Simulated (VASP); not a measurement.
# Na (Im-3m) in VASP: further runs

Runs on Na. Level: PBE. Tasks: single point, relaxation of cell and atoms.

Everything below comes from runs of VASP 6.6.1. Logs are shortened: lines on timing, memory, paths and dates and some standing lists are left out, and cuts for length are marked.

### 1 The cell of the first run

The structure is cubic, space group Im-3m (No. 229). The conventional cell has a = 4.195 Å, b = 4.195 Å, c = 4.195 Å, α = 90.00°, β = 90.00°, γ = 90.00°. Within 4.8 Å of Na (site symmetry m-3m) lie 14 Na at 3.63 to 4.20 Å.

### 2 Single point, PBE

INCAR

```
PREC = Accurate
ENCUT = 520
EDIFF = 1E-7
ISMEAR = 0
SIGMA = 0.1
LREAL = False
LASPH = True
NELM = 80
ALGO = Fast
ISIF = 2
LWAVE = False
LCHARG = False
GGA = PE
NBANDS = 10
```

KPOINTS

```
Automatic mesh
0
Gamma
  14 14 14
```

POSCAR

```
Na
1.0
   -2.0976595285      2.0976595285      2.0976595285
    2.0976595285     -2.0976595285      2.0976595285
    2.0976595285      2.0976595285     -2.0976595285
Na
1
Direct
    0.0000000000      0.0000000000      0.0000000000
```

Potentials or basis: VASP PAW PBE potentials, release 64 (Na_pv).

On the command line:

```sh
$ cat potpaw_PBE.64/Na_pv/POTCAR > POTCAR
$ mpirun -np 1 vasp_std > vasp.out
```

OUTCAR:

```text
PREC = Accurate
   ENCUT = 520
   EDIFF = 1E-7
   ISMEAR = 0
   LREAL = False
   LASPH = True
   NELM = 80
   ISIF = 2
   GGA = PE

 ion  position               nearest neighbor table
   1  0.000  0.000  0.000-

  LATTYP: Found a body centered cubic cell.
 ALAT       =     4.1953190570

  Lattice vectors:

 A1 = (  -2.0976595285,   2.0976595285,   2.0976595285)
 A2 = (   2.0976595285,  -2.0976595285,   2.0976595285)
 A3 = (   2.0976595285,   2.0976595285,  -2.0976595285)

Analysis of symmetry for initial positions (statically):
=====================================================================
 Subroutine PRICEL returns:
 Original cell was already a primitive cell.

 Routine SETGRP: Setting up the symmetry group for a
 body centered cubic supercell.

 Subroutine GETGRP returns: Found 48 space group operations
 (whereof 48 operations were pure point group operations)
 out of a pool of 48 trial point group operations.

The static configuration has the point symmetry O_h .

Analysis of symmetry for dynamics (positions and initial velocities):
=====================================================================
 Subroutine PRICEL returns:
 Original cell was already a primitive cell.

 Routine SETGRP: Setting up the symmetry group for a
 body centered cubic supercell.

 Subroutine GETGRP returns: Found 48 space group operations
 (whereof 48 operations were pure point group operations)
 out of a pool of 48 trial point group operations.

The dynamic configuration has the point symmetry O_h .

 Subroutine INISYM returns: Found 48 space group operations
 (whereof 48 operations are pure point group operations),
 and found     1 'primitive' translations

----------------------------------------------------------------------------------------

                                     Primitive cell

  volume of cell :      36.9203

  direct lattice vectors                    reciprocal lattice vectors
    -2.097659528  2.097659528  2.097659528     0.000000000  0.238360894  0.238360894
     2.097659528 -2.097659528  2.097659528     0.238360894  0.000000000  0.238360894
     2.097659528  2.097659528 -2.097659528     0.238360894  0.238360894  0.000000000

  length of vectors
     3.633252880  3.633252880  3.633252880     0.337093209  0.337093209  0.337093209

  position of ions in fractional coordinates (direct lattice)
     0.000000000  0.000000000  0.000000000

  ion indices of the primitive-cell ions
   primitive index   ion index
                 1           1

----------------------------------------------------------------------------------------

 KPOINTS: Automatic mesh

Automatic generation of k-mesh.
 Grid dimensions read from file:
 generate k-points for:   14   14   14

 Generating k-lattice:

  Cartesian coordinates                     Fractional coordinates (reciprocal lattice)
     0.000000000  0.017025778  0.017025778     0.071428571  0.000000000  0.000000000
     0.017025778  0.000000000  0.017025778     0.000000000  0.071428571  0.000000000
     0.017025778  0.017025778  0.000000000     0.000000000  0.000000000  0.071428571

  Length of vectors
     0.024078086  0.024078086  0.024078086

  Shift w.r.t. Gamma in fractional coordinates (k-lattice)
     0.000000000  0.000000000  0.000000000

 Subroutine IBZKPT returns following result:
 ===========================================

 Found    104 irreducible k-points:

 Following reciprocal coordinates:
            Coordinates               Weight
  0.000000  0.000000  0.000000      1.000000
  0.071429  0.000000  0.000000     12.000000
  0.142857  0.000000  0.000000     12.000000
  0.214286  0.000000  0.000000     12.000000
  0.285714  0.000000  0.000000     12.000000
  0.357143  0.000000  0.000000     12.000000
[... 16 lines left out ...]
  0.285714  0.285714  0.000000     24.000000
  0.357143  0.285714  0.000000     24.000000
 [... further k-points ...]
   k-points           NKPTS =    104   k-points in BZ     NKDIM =    104   number of bands    NBANDS=     10
   number of dos      NEDOS =    301   number of ions     NIONS =      1
   total plane-waves  NPLWV =  21952
   dimension x,y,z NGX =    28 NGY =   28 NGZ =   28
   dimension x,y,z NGXF=    56 NGYF=   56 NGZF=   56
   ions per type =               1
   NGX,Y,Z   is equivalent  to a cutoff of  12.81, 12.81, 12.81 a.u.
   NGXF,Y,Z  is equivalent  to a cutoff of  25.62, 25.62, 25.62 a.u.
 SYSTEM =  unknown system
   PREC   = accura    normal or accurate (medium, high low for compatibility)
   ISTART =      0    job   : 0-new  1-cont  2-samecut
   ICHARG =      2    charge: 1-file 2-atom 10-const
   ISPIN  =      1    spin polarized calculation?
   LNONCOLLINEAR =      F non collinear calculations
   LSORBIT =      F    spin-orbit coupling
   LASPH  =      T    aspherical Exc in radial PAW
   ENCUT  =  520.0 eV  38.22 Ry    6.18 a.u.   6.76  6.76  6.76*2*pi/ulx,y,z
   NELM   =     80;   NELMIN=  2; NELMDL= -5     # of ELM steps
   EDIFF  = 0.1E-06   stopping-criterion for ELM
   LREAL  =      F    real-space projection
   EDIFFG = 0.1E-05   stopping-criterion for IOM
   NSW    =      0    number of steps for IOM
   IBRION =     -1    ionic relax: 0-MD 1-quasi-New 2-CG
   NFREE  =      0    steps in history (QN), initial steepest desc. (CG)
   ISIF   =      2    stress and relaxation
   ISYM   =      2    0-nonsym 1-usesym 2-fastsym
   POTIM  = 0.5000    time-step for ionic-motion
   TEBEG  =    0.0;   TEEND  =   0.0 temperature during run
   PSTRESS=    0.0 pullay stress
   NELECT =       7.0000    total number of electrons
   NUPDOWN=      -1.0000    fix difference up-down
   EMIN   =  10.00;   EMAX   =-10.00  energy-range for DOS
   EFERMI =   0.00;   METHOD = LEGACY
   ISMEAR =     0;   SIGMA  =   0.10  broadening in eV -4-tet -1-fermi 0-gaus
   EFERMI_NEDOS =   21; number of points for ismear=-14 and -15
   IALGO  =     68    algorithm
   IMIX   =      4    mixing-type and parameters
     AMIX     =   0.40;   BMIX     =  1.00
     AMIX_MAG =   1.60;   BMIX_MAG =  1.00
  volume/ion in A,a.u.               =      36.92       249.15
  Fermi-wavevector in a.u.,A,eV,Ry     =   0.940486  1.777262 12.034552  0.884515
  Thomas-Fermi vector in A             =   2.067903
   LORBIT       =      0    0 simple, 1 ext, 2 COOP (PROOUT), +10 PAW based schemes
   GGA     = PE    functional components
   LHFCALC =     F    Hartree Fock is set to
   AEXX    =    0.0000 exact exchange contribution
   IVDW    =     0    specifies the selected vdW correction
   LEPSILON=     F    determine dielectric tensor
   LRPA    =     F    only Hartree local field effects (RPA)
 non-spin polarized calculation
 RMM-DIIS sequential band-by-band and
 Gauss-broadening in eV      SIGMA  =   0.10
  energy-cutoff  :      520.00
  volume of cell :       36.92
 maximum number of plane-waves:      1007
   NGX = 13   NGY = 13   NGZ = 13

 number of electron       7.0000004 magnetization

 Free energy of the ion-electron system (eV)
  ---------------------------------------------------
  ext. energy  EPLUGINS =         0.00000000
  ---------------------------------------------------
  free energy    TOTEN  =        -1.31215004 eV

  energy without entropy =       -1.30912290  energy(sigma->0) =       -1.31063647

 E-fermi :   0.3167     XC(G=0):  -6.5128

 val. band max:        0.2896368662   @ k =  -0.3571   0.4286   0.1429
 cond. band min:       0.3706771758   @ k =   0.3571   0.0714   0.0714
 fundamental gap:      0.0810403097
 Fermi energy:         0.3167433376

 k-point     1 :       0.0000    0.0000    0.0000
  band No.  band energies     occupation
      1     -24.5578      2.00000
      2     -24.5578      2.00000
      3     -24.5578      2.00000
      4      -2.9459      2.00000
      5      12.0998      0.00000
      6      12.0998      0.00000
      7      12.0998      0.00000
      8      13.1024      0.00000
      9      13.1024      0.00000
     10      13.6610      0.00000

 k-point     2 :       0.0714    0.0000    0.0000
  band No.  band energies     occupation
      1     -24.5596      2.00000
      2     -24.5584      2.00000
      3     -24.5578      2.00000
      4      -2.8557      2.00000
      5      10.9063      0.00000
      6      11.5197      0.00000
      7      11.7492      0.00000
      8      12.3737      0.00000
      9      12.5810      0.00000
     10      13.9717      0.00000

 k-point     3 :       0.1429    0.0000    0.0000
  band No.  band energies     occupation
      1     -24.5646      2.00000
      2     -24.5601      2.00000
      3     -24.5578      2.00000
      4      -2.5860      2.00000
      5       9.0311      0.00000
      6      10.6678      0.00000
      7      11.1379      0.00000
      8      11.5426      0.00000
      9      12.2843      0.00000
     10      14.0825      0.00000

 k-point     4 :       0.2143    0.0000    0.0000
  band No.  band energies     occupation
      1     -24.5719      2.00000
      2     -24.5625      2.00000
      3     -24.5577      2.00000
      4      -2.1397      2.00000
      5       7.2268      0.00000
      6       9.9224      0.00000
      7      10.5722      0.00000
      8      10.8521      0.00000
      9      11.8588      0.00000
     10      14.4357      0.00000
[... 222 lines left out ...]
 k-point    22 :       0.3571    0.2143    0.0000
  band No.  band energies     occupation
      1     -24.5886      2.00000
      2     -24.5750      2.00000
      3     -24.5615      2.00000
      4       1.2708      0.00000
      5       2.5280      0.00000
      6       4.9378      0.00000
      7       8.5297      0.00000
      8      11.7654      0.00000
      9      13.9829      0.00000
     10      14.8171      0.00000

 k-point    23 :       0.2857    0.2857    0.0000
  band No.  band energies     occupation
      1     -24.5867      2.00000
      2     -24.5770      2.00000
      3     -24.5620      2.00000
      4       1.2007      0.00000
      5       3.2638      0.00000
      6       4.0422      0.00000
      7       8.4463      0.00000
      8      12.4464      0.00000
      9      13.2365      0.00000
     10      15.1762      0.00000

 k-point    24 :       0.3571    0.2857    0.0000
  band No.  band energies     occupation
      1     -24.5852      2.00000
      2     -24.5797      2.00000
      3     -24.5622      2.00000
      4       2.0579      0.00000
      5       2.4707      0.00000
      6       3.7457      0.00000
      7       8.3647      0.00000
      8      12.6163      0.00000
      9      13.5149      0.00000
     10      14.6075      0.00000

 [... further k-points ...]
[... 5 lines left out ...]
  --------------------------------------------------------------------------------------
  -------------------------------------------------------------------------------------
  Total       -0.0001753     -0.0001753     -0.0001753      0.0000000      0.0000000      0.0000000
  in kB       -0.0076074     -0.0076074     -0.0076074      0.0000000      0.0000000      0.0000000
  external PRESSURE =      -0.0076074 kB  Pullay stress =       0.0000000 kB

 VOLUME and BASIS-vectors are now :
 -----------------------------------------------------------------------------
  energy-cutoff  :      520.00
  volume of cell :       36.92
      direct lattice vectors                 reciprocal lattice vectors
    -2.097659528  2.097659528  2.097659528     0.000000000  0.238360894  0.238360894
     2.097659528 -2.097659528  2.097659528     0.238360894  0.000000000  0.238360894
     2.097659528  2.097659528 -2.097659528     0.238360894  0.238360894  0.000000000

 POSITION                                       TOTAL-FORCE (eV/Angst)
 -----------------------------------------------------------------------------------
      0.00000      0.00000      0.00000         0.000000     -0.000000     -0.000000
 -----------------------------------------------------------------------------------
    total drift:                                0.000000     -0.000000      0.000000

  FREE ENERGIE OF THE ION-ELECTRON SYSTEM (eV)
  ---------------------------------------------------
  free  energy   TOTEN  =        -1.3121500378 eV

  energy  without entropy=       -1.3091229016  energy(sigma->0) =       -1.31063647
```

Wall time 46 s (1 thread of Oxide Virtual Turin-like, shared host); peak memory 0.13 GiB.

Results:

```yaml
Free_energy: -1.3122 eV
Pressure: 0.0 GPa
```

### 3 Relaxation of cell and atoms, PBE

This run uses another cell than the first one, of 37.98 Å³/atom, 1.029 times its volume.

INCAR

```
PREC     = Accurate       # precision mode
ENCUT    = 600            # plane-wave cutoff, eV
EDIFF    = 1E-7           # SCF threshold, eV
ISMEAR   = 0              # smearing method
SIGMA    = 0.1            # smearing width, eV
LREAL    = False          # projectors in reciprocal space
LASPH    = True           # aspherical terms in the spheres
NELM     = 60             # most SCF steps
ALGO     = Normal         # electronic algorithm
ISIF     = 3              # what is computed and relaxed
LWAVE    = False          # write WAVECAR
LCHARG   = False          # write CHGCAR
GGA      = PE             # functional
IBRION   = 2              # ionic algorithm
NSW      = 100            # ionic steps
EDIFFG   = -0.005         # ionic threshold
```

KPOINTS

```
regular mesh
0
Gamma
  14 14 14
```

POSCAR

```
Na
1.0
   -2.1175000000      2.1175000000      2.1175000000
    2.1175000000     -2.1175000000      2.1175000000
    2.1175000000      2.1175000000     -2.1175000000
Na
1
Direct
    0.0000000000      0.0000000000      0.0000000000
```

Potentials or basis: VASP PAW PBE potentials, release 64 (Na_pv).

On the command line:

```sh
$ cat potpaw_PBE.64/Na_pv/POTCAR > POTCAR
$ mpirun -np 1 vasp_std > vasp.out
```

Wall time 63 s (1 thread of Oxide Virtual Turin-like, shared host); peak memory 0.14 GiB.

The run converged. Its results:

| Quantity | Value |
| --- | --- |
| Free energy | -1.3122 eV |
| Relaxed volume | 36.96 Å³/atom |
| Relaxed cell | a = 3.634 Å, b = 3.634 Å, c = 3.634 Å, α = 109.47°, β = 109.47°, γ = 109.47° |
| Space group after relaxing (to 0.05 Å) | Im-3m (No. 229) |
| Energy gained by relaxing | 0.6 meV/atom |
| Ionic steps | 3 |
| Pressure after relaxing | 0.0 GPa |

The path:
```tsv
step	energy change (eV)	largest force (eV/Å)	pressure (GPa)	volume (Å³)
1	0.0000	0.0000	-0.20	37.98
2	-0.0003	0.0000	-0.15	37.72
3	-0.0006	0.0000	0.00	36.96
```

Final structure:
```
Na
1.0
    -2.09833    2.09833    2.09833
     2.09833   -2.09833    2.09833
     2.09833    2.09833   -2.09833
Na
1
Direct
  0.00000 0.00000 0.00000
```

Levels at points of the mesh, in eV from the Fermi level:
| k point | band 1 | band 2 | band 3 | band 4 | band 5 | band 6 | band 7 |
| --- | --- | --- | --- | --- | --- | --- | --- |
| (0.00, 0.00, 0.00) | -24.88 | -24.88 | -24.88 | -3.26 | 11.78 | 11.78 | 11.78 |
| (0.50, 0.00, 0.00) | -24.91 | -24.89 | -24.88 | 0.78 | 1.25 | 8.24 | 9.20 |
| (0.50, 0.50, 0.50) | -24.90 | -24.90 | -24.90 | 4.55 | 4.55 | 4.93 | 4.93 |
